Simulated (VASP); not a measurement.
Input of a VASP 6.6.1 run:

INCAR

```
PREC     = Accurate       # precision mode
ENCUT    = 520            # plane-wave cutoff, eV
EDIFF    = 1E-6           # SCF threshold, eV
ISMEAR   = 0              # smearing method
SIGMA    = 0.05           # smearing width, eV
LREAL    = False          # projectors in reciprocal space
LASPH    = True           # aspherical terms in the spheres
NELM     = 100            # most SCF steps
ALGO     = Normal         # electronic algorithm
ISIF     = 2              # what is computed and relaxed
LWAVE    = False          # write WAVECAR
LCHARG   = True           # write CHGCAR
LDIPOL   = True         
IDIPOL   = 3            
DIPOL    = 0.5 0.5 0.388
GGA      = PE             # functional
IVDW     = 12             # dispersion correction
LELF     = True           # ELF
LVHAR    = True         
LVACPOTAV= True         
NBANDS   = 18             # bands
```

Contents of KPOINTS:

```
Automatic mesh
0
Gamma
  9 9 1
```

File POSCAR:

```
Sb
1.0
    4.0686848921      0.0000000000      0.0000000000
   -2.0343424461      3.5235844766      0.0000000000
    0.0000000000      0.0000000000     20.8000277116
Sb
4
Direct
    0.3333333333      0.6666666667      0.2956733491
    0.6666666667      0.3333333333      0.2163458656
    0.0000000000      1.0000000000      0.5600967399
    0.3333333333      0.6666666667      0.4807692564
```

Potentials or basis: VASP PAW PBE potentials, release 64 (Sb).

Launch:

```console
$ cat potpaw_PBE.64/Sb/POTCAR > POTCAR
$ mpirun -np 1 vasp_std > vasp.out
```

Task: Predict the dispersion energy per atom.

Result: -0.290 eV.

Task: Predict the band gap on the k mesh.

Result: 0.87 eV, indirect (least direct gap 1.30 eV).

Task: Predict the largest force.

Result: 0.115 eV/Å.

Forces in eV/Å, atoms in the order of the input:
```
Sb   0.000  0.000  0.073
Sb   0.000  0.000 -0.115
Sb   0.000  0.000  0.115
Sb   0.000  0.000 -0.073
```

Caveat: spin-orbit coupling is left out, which moves the levels of the heavy elements.
